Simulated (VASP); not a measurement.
# B2O (P-3m1) in VASP: further runs, part 2 of 2

VASP 6.6.1. The steps go on from the part before.

## (3) Relaxation of cell and atoms, PBE+D3(BJ)

This run uses another cell than the first one, of 8.44 Å³/atom, 0.921 times its volume.

File INCAR:

```
  ALGO = Normal
  EDIFF = 1E-6
  EDIFFG = -0.04
  ENCUT = 600
  GGA = PE
  IBRION = 2
  ISIF = 3
  ISMEAR = 0
  IVDW = 12
  LASPH = True
  LCHARG = False
  LREAL = False
  LWAVE = False
  NELM = 60
  NSW = 90
  PREC = Accurate
  SIGMA = 0.1
```

File KPOINTS:

```
k-points
0
Gamma
  6 6 4
```

File POSCAR:

```
B2O
1.0
    2.8790011400      0.0000000000      0.0000000000
   -1.4395005700      2.4932882800      0.0000000000
    0.0000000000      0.0000000000      7.0520000500
B O
4 2
Direct
    0.0000000000      0.0000000000      0.3800000000
    0.0000000000      0.0000000000      0.6200000000
    0.6666666900      0.3333333400      0.0230000000
    0.3333333400      0.6666666900      0.9770000000
    0.6666666900      0.3333333400      0.3059999900
    0.3333333400      0.6666666900      0.6940000100
```

Potentials or basis: VASP PAW PBE potentials, release 64 (B, O).

Launch:

```sh
$ cat potpaw_PBE.64/B/POTCAR potpaw_PBE.64/O/POTCAR > POTCAR
$ mpirun -np 1 vasp_std > vasp.out
```

OUTCAR:

```text
EDIFF = 1E-6
   EDIFFG = -0.04
   ENCUT = 600
   GGA = PE
   IBRION = 2
   ISIF = 3
   ISMEAR = 0
   IVDW = 12
   LASPH = True
   LREAL = False
   NELM = 60
   NSW = 90
   PREC = Accurate
 IVDW          = 12

 ion  position               nearest neighbor table
   1  0.000  0.000  0.380-   2 1.69   5 1.74   5 1.74   5 1.74
   2  0.000  0.000  0.620-   1 1.69   6 1.74   6 1.74   6 1.74
   3  0.667  0.333  0.023-   4 1.69   4 1.69   4 1.69   5 2.00
   4  0.333  0.667  0.977-   3 1.69   3 1.69   3 1.69   6 2.00
   5  0.667  0.333  0.306-   1 1.74   1 1.74   1 1.74   3 2.00
   6  0.333  0.667  0.694-   2 1.74   2 1.74   2 1.74   4 2.00

  LATTYP: Found a hexagonal cell.
 ALAT       =     2.8790011400
 C/A-ratio  =     2.4494606661

  Lattice vectors:

 A1 = (   2.8790011400,   0.0000000000,   0.0000000000)
 A2 = (  -1.4395005700,   2.4932882800,   0.0000000000)
 A3 = (   0.0000000000,   0.0000000000,   7.0520000500)

Analysis of symmetry for initial positions (statically):
=====================================================================
 Subroutine PRICEL returns:
 Original cell was already a primitive cell.

 Routine SETGRP: Setting up the symmetry group for a
 hexagonal supercell.

 Subroutine GETGRP returns: Found 12 space group operations
 (whereof 12 operations were pure point group operations)
 out of a pool of 24 trial point group operations.

The static configuration has the point symmetry D_3d.

Analysis of symmetry for dynamics (positions and initial velocities):
=====================================================================
 Subroutine PRICEL returns:
 Original cell was already a primitive cell.

 Routine SETGRP: Setting up the symmetry group for a
 hexagonal supercell.

 Subroutine GETGRP returns: Found 12 space group operations
 (whereof 12 operations were pure point group operations)
 out of a pool of 24 trial point group operations.

The dynamic configuration has the point symmetry D_3d.

 Subroutine INISYM returns: Found 12 space group operations
 (whereof 12 operations are pure point group operations),
[... 112 lines left out ...]
   TEBEG  =    0.0;   TEEND  =   0.0 temperature during run
   PSTRESS=    0.0 pullay stress
   NELECT =      24.0000    total number of electrons
   NUPDOWN=      -1.0000    fix difference up-down
   EMIN   =  10.00;   EMAX   =-10.00  energy-range for DOS
   EFERMI =   0.00;   METHOD = LEGACY
   ISMEAR =     0;   SIGMA  =   0.10  broadening in eV -4-tet -1-fermi 0-gaus
   EFERMI_NEDOS =   21; number of points for ismear=-14 and -15
   IALGO  =     38    algorithm
   IMIX   =      4    mixing-type and parameters
     AMIX     =   0.40;   BMIX     =  1.00
     AMIX_MAG =   1.60;   BMIX_MAG =  1.00
  volume/ion in A,a.u.               =       8.44        56.93
  Fermi-wavevector in a.u.,A,eV,Ry     =   1.276546  2.412322 22.171631  1.629569
  Thomas-Fermi vector in A             =   2.409196
   LORBIT       =      0    0 simple, 1 ext, 2 COOP (PROOUT), +10 PAW based schemes
   GGA     = PE    functional components
   LHFCALC =     F    Hartree Fock is set to
   AEXX    =    0.0000 exact exchange contribution
   IVDW    =    12    specifies the selected vdW correction
   LEPSILON=     F    determine dielectric tensor
   LRPA    =     F    only Hartree local field effects (RPA)
 conjugate gradient relaxation of ions
 non-spin polarized calculation
 Gauss-broadening in eV      SIGMA  =   0.10
  energy-cutoff  :      600.00
  volume of cell :       50.62
 maximum number of plane-waves:      1724
 NGX is ok and might be reduce to    24
   NGX = 11   NGY = 11   NGZ = 29

--------------------------------------- Ionic step        1  -------------------------------------------

 number of electron      23.9999998 magnetization

 Free energy of the ion-electron system (eV)
  ---------------------------------------------------
  ext. energy  EPLUGINS =         0.00000000
  ---------------------------------------------------
  free energy    TOTEN  =       -37.68850071 eV

  energy without entropy =      -37.67917131  energy(sigma->0) =      -37.68383601

------------------------ aborting loop because EDIFF is reached ----------------------------------------

 Edisp (eV)   -0.90919

 E8    (eV) :    -0.2831
[... 117 lines left out ...]
  FREE ENERGIE OF THE ION-ELECTRON SYSTEM (eV)
  ---------------------------------------------------
  free  energy   TOTEN  =       -39.3802841991 eV

  energy  without entropy=      -39.3735560601  energy(sigma->0) =      -39.37692013

[... ionic steps 4 to 33 ...]

--------------------------------------- Ionic step       34  -------------------------------------------

 number of electron      24.0000003 magnetization

------------------------ aborting loop because EDIFF is reached ----------------------------------------
[... 83 lines left out ...]
--------------------------------------- Ionic step       36  -------------------------------------------

 number of electron      23.9999998 magnetization

 Free energy of the ion-electron system (eV)
  ---------------------------------------------------
  ext. energy  EPLUGINS =         0.00000000
  ---------------------------------------------------
  free energy    TOTEN  =       -39.53445678 eV

  energy without entropy =      -39.52856774  energy(sigma->0) =      -39.53151226

 E-fermi :   4.9409     XC(G=0): -10.5258

 val. band max:        4.3748372500   @ k =   0.5000   0.0000   0.5000
 cond. band min:       5.0091941897   @ k =   0.3333   0.0000   0.0000
 fundamental gap:      0.6343569397
 Fermi energy:         4.9408636431

 k-point     1 :       0.0000    0.0000    0.0000
  band No.  band energies     occupation
      1     -19.3594      2.00000
      2     -18.7988      2.00000
      3      -7.6155      2.00000
      4      -6.1919      2.00000
      5      -2.2052      2.00000
      6      -1.2289      2.00000
[... 482 lines left out ...]
  FREE ENERGIE OF THE ION-ELECTRON SYSTEM (eV)
  ---------------------------------------------------
  free  energy   TOTEN  =       -40.3699820306 eV

  energy  without entropy=      -40.3640929897  energy(sigma->0) =      -40.36703751

 reached required accuracy - stopping structural energy minimisation
```

OSZICAR:

```text
N       E                     dE             d eps       ncg     rms          rms(c)
DAV:   1     0.995209381326E+02    0.99521E+02   -0.13632E+04   768   0.156E+03
DAV:   2    -0.365465846639E+02   -0.13607E+03   -0.13363E+03  1008   0.281E+02
DAV:   3    -0.417336671012E+02   -0.51871E+01   -0.51684E+01  1072   0.589E+01
[... 315 lines left out ...]
DAV:   1    -0.395346403409E+02   -0.54007E-03   -0.24081E-02   768   0.131E+00    0.779E-02
DAV:   2    -0.395345274387E+02    0.11290E-03   -0.47322E-04  1064   0.182E-01    0.428E-02
DAV:   3    -0.395344603217E+02    0.67117E-04   -0.10160E-04   984   0.773E-02    0.101E-02
DAV:   4    -0.395344572249E+02    0.30968E-05   -0.12933E-05  1080   0.283E-02    0.261E-03
DAV:   5    -0.395344567779E+02    0.44704E-06   -0.10618E-06   768   0.841E-03
  36 F= -.40369982E+02 E0= -.40367038E+02  d E =-.183534E-03
```

CONTCAR:

```text
B2O
   1.00000000000000
     2.5906258676280975   -0.0000000000000000    0.0000000000000000
    -1.2953129338140488    2.2435479206427633   -0.0000000000000000
    -0.0000000000000000    0.0000000000000000    8.9536574729670999
  B               O
     4     2
Direct
     0.0000000000000000    0.0000000000000000    0.4032985313860153
     1.0000000000000000    0.0000000000000000    0.5967014686139843
     0.6666666899999996    0.3333333400000029    0.0224193941252305
     0.3333333400000029    0.6666666899999996    0.9775806058747694
     0.6666666899999996    0.3333333400000029    0.3429643123908118
     0.3333333400000029    0.6666666899999996    0.6570356876091884

  0.00000000E+00  0.00000000E+00  0.00000000E+00
  0.00000000E+00  0.00000000E+00  0.00000000E+00
  0.00000000E+00  0.00000000E+00  0.00000000E+00
  0.00000000E+00  0.00000000E+00  0.00000000E+00
  0.00000000E+00  0.00000000E+00  0.00000000E+00
  0.00000000E+00  0.00000000E+00  0.00000000E+00
```

Wall time 5 min (1 thread of Intel Xeon Platinum 8375C at 2.90GHz (Ice Lake), shared host); peak memory 0.2 GiB.

What came out:

```
Free energy                            : -40.3700 eV
Relaxed volume                         : 8.67 Å³/atom
Relaxed cell                           : a = 2.591 Å, b = 2.591 Å, c = 8.954 Å, α = 90.00°, β = 90.00°, γ = 120.00°
Space group after relaxing (to 0.05 Å) : P-3m1 (No. 164)
Energy gained by relaxing              : 295.4 meV/atom
Ionic steps                            : 36
Pressure after relaxing                : -0.1 GPa
Largest force after relaxing           : 0.016 eV/Å
Band gap on the k mesh                 : zero (band 12 reaches 7.95 eV, above the bottom of band 13 at 4.18 eV)
Dispersion energy per atom             : -0.139 eV
```

Forces on the atoms (eV/Å):
```
B    0.000  0.000  0.009
B    0.000  0.000 -0.009
B    0.000  0.000  0.016
B    0.000  0.000 -0.016
O    0.000  0.000 -0.014
O    0.000  0.000  0.014
```

Stress tensor (GPa, compression positive):
```
-0.20  0.00  0.00
 0.00 -0.20  0.00
 0.00  0.00  0.10
```

Step by step:
```csv
step,energy change (eV),largest force (eV/Å),pressure (GPa),volume (Å³)
1,0.0000,0.2674,-22.42,50.62
2,-0.7674,1.1647,10.22,42.38
3,-0.7826,0.9699,5.08,43.26
4,-0.9545,0.5164,1.62,43.45
5,-0.9727,0.6734,0.38,43.51
6,-0.9730,0.6956,0.19,43.52
7,-1.0011,0.7344,1.13,43.63
8,-1.0014,0.6931,1.01,43.62
9,-1.0337,0.7627,1.80,43.79
10,-1.2103,1.3271,5.11,44.29
11,-1.4610,1.6193,11.08,45.21
12,-1.4698,1.7915,13.80,45.49
13,-1.4810,1.7100,13.78,45.62
14,-1.5079,1.4579,13.88,46.02
15,-1.5304,0.9289,14.27,46.80
16,-1.5548,0.8169,13.08,47.01
17,-1.6160,0.5193,9.61,47.64
18,-1.6866,0.7245,3.26,48.93
19,-1.6450,1.1037,-7.40,51.56
20,-1.6982,0.8552,-0.59,49.79
21,-1.7109,0.7181,-0.51,49.89
22,-1.7354,0.4689,-0.15,50.21
23,-1.7361,0.7873,0.46,50.83
24,-1.7451,0.4984,0.20,50.50
25,-1.7564,0.3111,0.68,50.63
26,-1.7608,0.2544,1.20,50.76
27,-1.7658,0.1547,0.57,51.01
28,-1.7678,0.0850,-0.10,51.28
29,-1.7678,0.0842,-0.14,51.30
30,-1.7687,0.0539,0.08,51.33
31,-1.7698,0.0627,0.85,51.39
32,-1.7704,0.0546,0.67,51.49
33,-1.7717,0.0305,0.24,51.76
34,-1.7717,0.0681,-0.68,52.32
35,-1.7721,0.0408,-0.18,52.03
36,-1.7723,0.0160,-0.10,52.04
```

Final structure:
```xyz
6
Lattice="2.5906 0.0000 0.0000 -1.2953 2.2435 0.0000 0.0000 0.0000 8.9537" Properties=species:S:1:pos:R:3 pbc="T T T"
B     0.0000    0.0000    3.6110
B     2.5906    0.0000    5.3427
B     1.2953    0.7478    0.2007
B     0.0000    1.4957    8.7529
O     1.2953    0.7478    3.0708
O     0.0000    1.4957    5.8829
```

Levels at points of the mesh, in eV from the Fermi level:
| k point | band 8 | band 9 | band 10 | band 11 | band 12 | band 13 | band 14 | band 15 | band 16 |
| --- | --- | --- | --- | --- | --- | --- | --- | --- | --- |
| (0.00, 0.00, 0.00) | -6.06 | -6.06 | -3.90 | -2.25 | 3.01 | 3.01 | 3.50 | 3.97 | 5.37 |
| (0.50, 0.00, 0.00) | -7.27 | -6.64 | -6.50 | -3.60 | -0.57 | 0.98 | 1.84 | 3.75 | 4.22 |
| (0.00, 0.00, 0.50) | -6.06 | -6.06 | -4.70 | -1.66 | 3.00 | 3.00 | 3.23 | 4.17 | 5.37 |
| (0.50, 0.00, 0.50) | -7.22 | -6.67 | -6.61 | -3.54 | -0.57 | 0.81 | 2.21 | 3.37 | 4.36 |

Caveat: the k points lie up to 0.47 Å⁻¹ apart in the final cell; pairwise dispersion overbinds metals, which lowers pressure and volume. Zero-point motion and thermal expansion aren't in these numbers.
